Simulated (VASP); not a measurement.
Input of a VASP 6.6.1 run:

Contents of INCAR:

```
PREC     = Accurate       # precision mode
ENCUT    = 520            # plane-wave cutoff, eV
EDIFF    = 1E-7           # SCF threshold, eV
ISMEAR   = 0              # smearing method
SIGMA    = 0.02           # smearing width, eV
LREAL    = False          # projectors in reciprocal space
LASPH    = True           # aspherical terms in the spheres
NELM     = 60             # most SCF steps
ALGO     = Normal         # electronic algorithm
ISIF     = 2              # what is computed and relaxed
LWAVE    = False          # write WAVECAR
LCHARG   = False          # write CHGCAR
GGA      = PE             # functional
NELECT   = 110.0        
NBANDS   = 66             # bands
```

KPOINTS

```
regular mesh
0
Gamma
  3 3 3
```

POSCAR

```
Ga6HN6
1.0
    0.0000000000      0.0000000000     -5.2431684262
    4.8275562260      2.7871908866      0.0000000000
    0.0000000001     -5.5743817732      0.0000000000
Ga N H
6 6 1
Direct
    0.5070661066      0.6940385245      0.6940247381
    0.5070676324      0.3059842145     -0.0000024372
    0.5070664880      1.0000113461      0.3059699855
   -0.0065151445      0.3369412854      0.3369280678
   -0.0065159074      0.0000122215      0.6630701330
   -0.0065151445      0.6630829037     -0.0000011434
    0.1254983526      0.6721257813      0.6721112770
    0.1254983526      0.3278988221     -0.0000020435
    0.1254981619      1.0000123818      0.3278837854
    0.6221251608      0.3725692495      0.3725546081
    0.6221247793      0.0000118072      0.6274394276
    0.6221245886      0.6274559753     -0.0000029463
    0.6541964174      0.0000140858     -0.0000037206
```

Potentials or basis: VASP PAW PBE potentials, release 64 (Ga_d, N, H).

Launch:

```bash
$ cat potpaw_PBE.64/Ga_d/POTCAR potpaw_PBE.64/N/POTCAR potpaw_PBE.64/H/POTCAR > POTCAR
$ mpirun -np 1 vasp_std > vasp.out
```

Question: What does it give for the largest force?

Answer: 0.047 eV/Å.

Forces in eV/Å, atoms in the order of the input:
```
Ga  -0.032  0.018 -0.029
Ga   0.032  0.018 -0.029
Ga   0.000 -0.037 -0.029
Ga  -0.002  0.001 -0.006
Ga   0.000 -0.002 -0.006
Ga   0.002  0.001 -0.006
N    0.009 -0.005  0.021
N   -0.009 -0.005  0.021
N    0.000  0.011  0.021
N    0.019 -0.011  0.008
N    0.000  0.022  0.008
N   -0.019 -0.011  0.008
H    0.000  0.000  0.016
```

Caveat: the k points lie up to 0.43 Å⁻¹ apart; the cell carries a net charge on a neutralising background, which shifts energy and pressure.
